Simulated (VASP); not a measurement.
# Sb2PtAu2 (P-3m1) in VASP: single point with PBEsol

Aim: the single point of Sb2PtAu2 with PBEsol.

Everything below comes from runs of VASP 6.6.1. Logs are shortened: lines on timing, memory, paths and dates and some standing lists are left out, and cuts for length are marked.

### Step 1. The cell of the first run

The structure is trigonal, space group P-3m1 (No. 164). The conventional cell has a = 4.515 Å, b = 4.515 Å, c = 6.125 Å, α = 90.00°, β = 90.00°, γ = 120.00°. Within 3.6 Å of Sb (site symmetry 3m) lie 5 Au at 2.70 to 3.16 Å and 3 Pt at 3.18 Å and 3 Sb at 3.59 Å. Within 3.7 Å of Pt (site symmetry -3m) lie 6 Au at 2.84 Å and 6 Sb at 3.18 Å. Within 3.6 Å of Au (site symmetry 3m) lie 5 Sb at 2.70 to 3.16 Å and 3 Pt at 2.84 Å and 3 Au at 3.46 Å.

### Step 2. Single point, PBEsol

The input, INCAR:

```
ALGO     = Normal         # electronic algorithm
EDIFF    = 1E-7           # SCF threshold, eV
ENCUT    = 520            # plane-wave cutoff, eV
GGA      = PS             # functional
ISIF     = 2              # what is computed and relaxed
ISMEAR   = -1             # smearing method
LASPH    = T              # aspherical terms in the spheres
LCHARG   = T              # write CHGCAR
LELF     = T              # ELF
LREAL    = F              # projectors in reciprocal space
LVHAR    = T            
LWAVE    = F              # write WAVECAR
NBANDS   = 29             # bands
NELM     = 100            # most SCF steps
PREC     = Accurate       # precision mode
SIGMA    = 0.03           # smearing width, eV
```

The input, KPOINTS:

```
k-points
0
Gamma
  6 6 4
```

The input, POSCAR:

```
Sb2PtAu2
1.0
    4.5153556850     -0.0000000029      0.0000000000
   -2.2576778400      3.9104127318      0.0000000000
    0.0000000000      0.0000000000      6.1252206508
Sb Pt Au
2 1 2
Direct
    0.6666666667      0.3333333333      0.2987130266
    0.3333333333      0.6666666667      0.7012869734
    0.0000000000      0.0000000000      0.0000000000
    0.6666666667      0.3333333333      0.8145147289
    0.3333333333      0.6666666667      0.1854852711
```

Potentials or basis: VASP PAW PBE potentials, release 64 (Sb, Pt, Au).

The run is started by

```sh
> cat potpaw_PBE.64/Sb/POTCAR potpaw_PBE.64/Pt/POTCAR potpaw_PBE.64/Au/POTCAR > POTCAR
> mpirun -np 1 vasp_std > vasp.out
```

OUTCAR:

```text
EDIFF = 1E-7
   ENCUT = 520
   GGA = PS
   ISIF = 2
   ISMEAR = -1
   LASPH = T
   LREAL = F
   NELM = 100
   PREC = Accurate

 ion  position               nearest neighbor table
   1  0.667  0.333  0.299-   5 2.70   5 2.70   5 2.70   4 2.97   4 3.16   3 3.18   3 3.18   3 3.18
                             2 3.59   2 3.59   2 3.59
   2  0.333  0.667  0.701-   4 2.70   4 2.70   4 2.70   5 2.97   5 3.16   3 3.18   3 3.18   3 3.18
                             1 3.59   1 3.59   1 3.59
   3  0.000  0.000  0.000-   4 2.84   5 2.84   4 2.84   5 2.84   4 2.84   5 2.84   1 3.18   2 3.18
                             2 3.18   1 3.18   1 3.18   2 3.18
   4  0.667  0.333  0.815-   2 2.70   2 2.70   2 2.70   3 2.84   3 2.84   3 2.84   1 2.97   1 3.16
                             5 3.46   5 3.46   5 3.46
   5  0.333  0.667  0.185-   1 2.70   1 2.70   1 2.70   3 2.84   3 2.84   3 2.84   2 2.97   2 3.16
                             4 3.46   4 3.46   4 3.46

  LATTYP: Found a hexagonal cell.
 ALAT       =     4.5153556850
 C/A-ratio  =     1.3565311524

  Lattice vectors:

 A1 = (   4.5153556850,  -0.0000000029,   0.0000000000)
 A2 = (  -2.2576778400,   3.9104127318,   0.0000000000)
 A3 = (   0.0000000000,   0.0000000000,   6.1252206508)

Analysis of symmetry for initial positions (statically):
=====================================================================
 Subroutine PRICEL returns:
 Original cell was already a primitive cell.

 Routine SETGRP: Setting up the symmetry group for a
 hexagonal supercell.

 Subroutine GETGRP returns: Found 12 space group operations
 (whereof 12 operations were pure point group operations)
 out of a pool of 24 trial point group operations.

The static configuration has the point symmetry D_3d.

Analysis of symmetry for dynamics (positions and initial velocities):
=====================================================================
 Subroutine PRICEL returns:
 Original cell was already a primitive cell.

 Routine SETGRP: Setting up the symmetry group for a
 hexagonal supercell.

 Subroutine GETGRP returns: Found 12 space group operations
 (whereof 12 operations were pure point group operations)
 out of a pool of 24 trial point group operations.

The dynamic configuration has the point symmetry D_3d.

 Subroutine INISYM returns: Found 12 space group operations
 (whereof 12 operations are pure point group operations),
 and found     1 'primitive' translations

[... 98 lines left out ...]
   NELM   =    100;   NELMIN=  2; NELMDL= -5     # of ELM steps
   EDIFF  = 0.1E-06   stopping-criterion for ELM
   LREAL  =      F    real-space projection
   EDIFFG = 0.1E-05   stopping-criterion for IOM
   NSW    =      0    number of steps for IOM
   IBRION =     -1    ionic relax: 0-MD 1-quasi-New 2-CG
   NFREE  =      0    steps in history (QN), initial steepest desc. (CG)
   ISIF   =      2    stress and relaxation
   ISYM   =      2    0-nonsym 1-usesym 2-fastsym
   POTIM  = 0.5000    time-step for ionic-motion
   TEBEG  =    0.0;   TEEND  =   0.0 temperature during run
   PSTRESS=    0.0 pullay stress
   NELECT =      42.0000    total number of electrons
   NUPDOWN=      -1.0000    fix difference up-down
   EMIN   =  10.00;   EMAX   =-10.00  energy-range for DOS
   EFERMI =   0.00;   METHOD = LEGACY
   ISMEAR =    -1;   SIGMA  =   0.03  broadening in eV -4-tet -1-fermi 0-gaus
   EFERMI_NEDOS =   21; number of points for ismear=-14 and -15
   IALGO  =     38    algorithm
   IMIX   =      4    mixing-type and parameters
     AMIX     =   0.40;   BMIX     =  1.00
     AMIX_MAG =   1.60;   BMIX_MAG =  1.00
  volume/ion in A,a.u.               =      21.63       145.97
  Fermi-wavevector in a.u.,A,eV,Ry     =   1.194389  2.257068 19.409599  1.426565
  Thomas-Fermi vector in A             =   2.330380
   LORBIT       =      0    0 simple, 1 ext, 2 COOP (PROOUT), +10 PAW based schemes
   GGA     = PS    functional components
   LHFCALC =     F    Hartree Fock is set to
   AEXX    =    0.0000 exact exchange contribution
   IVDW    =     0    specifies the selected vdW correction
   LEPSILON=     F    determine dielectric tensor
   LRPA    =     F    only Hartree local field effects (RPA)
 non-spin polarized calculation
  energy-cutoff  :      520.00
  volume of cell :      108.15
 maximum number of plane-waves:      2951
 NGX is ok and might be reduce to    36
   NGX = 17   NGY = 17   NGZ = 23

 number of electron      42.0000006 magnetization

 Free energy of the ion-electron system (eV)
  ---------------------------------------------------
  ext. energy  EPLUGINS =         0.00000000
  ---------------------------------------------------
  free energy    TOTEN  =       -23.83330040 eV

  energy without entropy =      -23.82699769  energy(sigma->0) =      -23.83014905

 E-fermi :   8.6055     XC(G=0): -11.2510

 val. band max:        8.5649373047   @ k =   0.0000   0.1667   0.2500
 cond. band min:       8.6384718465   @ k =  -0.1667   0.5000   0.2500
 fundamental gap:      0.0735345418
 Fermi energy:         8.6054711084

 k-point     1 :       0.0000    0.0000    0.0000
  band No.  band energies     occupation
      1      -3.6408      2.00000
      2      -1.5351      2.00000
      3       2.2191      2.00000
      4       2.2789      2.00000
      5       2.2789      2.00000
      6       2.4667      2.00000
[... 757 lines left out ...]
     28      14.3670      0.00000
     29      14.3670      0.00000

------------------------ aborting loop because EDIFF is reached ----------------------------------------

  FORCE on cell =-STRESS in cart. coord.  units (eV):
  Direction    XX          YY          ZZ          XY          YZ          ZX
  --------------------------------------------------------------------------------------
  -------------------------------------------------------------------------------------
  Total       -0.1354252     -0.1354252     -0.1619346      0.0000000      0.0000000     -0.0000000
  in kB       -2.0061975     -2.0061975     -2.3989102      0.0000000      0.0000000     -0.0000000
  external PRESSURE =      -2.1371018 kB  Pullay stress =       0.0000000 kB

 VOLUME and BASIS-vectors are now :
 -----------------------------------------------------------------------------
  energy-cutoff  :      520.00
  volume of cell :      108.15
      direct lattice vectors                 reciprocal lattice vectors
     4.515355685 -0.000000003  0.000000000     0.221466496  0.127863741  0.000000000
    -2.257677840  3.910412732  0.000000000     0.000000000  0.255727482  0.000000000
     0.000000000  0.000000000  6.125220651     0.000000000  0.000000000  0.163259425

 POSITION                                       TOTAL-FORCE (eV/Angst)
 -----------------------------------------------------------------------------------
      2.25768      1.30347      1.82968         0.000000     -0.000000     -0.003942
      0.00000      2.60694      4.29554        -0.000000      0.000000      0.003942
      0.00000      0.00000      0.00000        -0.000000      0.000000      0.000000
      2.25768      1.30347      4.98908         0.000000     -0.000000     -0.009712
      0.00000      2.60694      1.13614        -0.000000     -0.000000      0.009712
 -----------------------------------------------------------------------------------
    total drift:                               -0.000000      0.000000     -0.000000

  FREE ENERGIE OF THE ION-ELECTRON SYSTEM (eV)
  ---------------------------------------------------
  free  energy   TOTEN  =       -23.8333004027 eV

  energy  without entropy=      -23.8269976926  energy(sigma->0) =      -23.83014905
```

stdout:

```text
POSCAR found type information on POSCAR SbPtAu
 POSCAR found :  3 types and       5 ions
 scaLAPACK will be used
 -----------------------------------------------------------------------------
|                                                                             |
|                                                                             |
|     You enforced a specific xc type in the INCAR file but a different       |
|     I HOPE YOU KNOW WHAT YOU ARE DOING!                                     |
|                                                                             |
 -----------------------------------------------------------------------------

 LDA part: xc-table for (Slater+PW92), standard interpolation
 POSCAR, INCAR and KPOINTS ok, starting setup
 FFT: planning ... GRIDC
 FFT: planning ... GRID_SOFT
 FFT: planning ... GRID
 WAVECAR not read
 entering main loop
```

It took 35 s on 1 thread of Intel Xeon 6975P-C (Granite Rapids), shared host; peak memory 0.28 GiB.

Results:

| Item | Value |
| --- | --- |
| Free energy | -23.8333 eV |
| Pressure | -0.2 GPa |
| Largest force | 0.010 eV/Å |
| Band gap on the k mesh | zero (band 21 reaches 9.75 eV, above the bottom of band 22 at 7.69 eV) |

Forces in eV/Å, atoms in the order of the input:
```
Sb   0.000  0.000 -0.004
Sb   0.000  0.000  0.004
Pt   0.000  0.000  0.000
Au   0.000  0.000 -0.010
Au   0.000  0.000  0.010
```

Caveat: the PAW data sets were made with another functional, which shifts forces and pressure a little; spin-orbit coupling is left out, which moves the levels of the heavy elements.
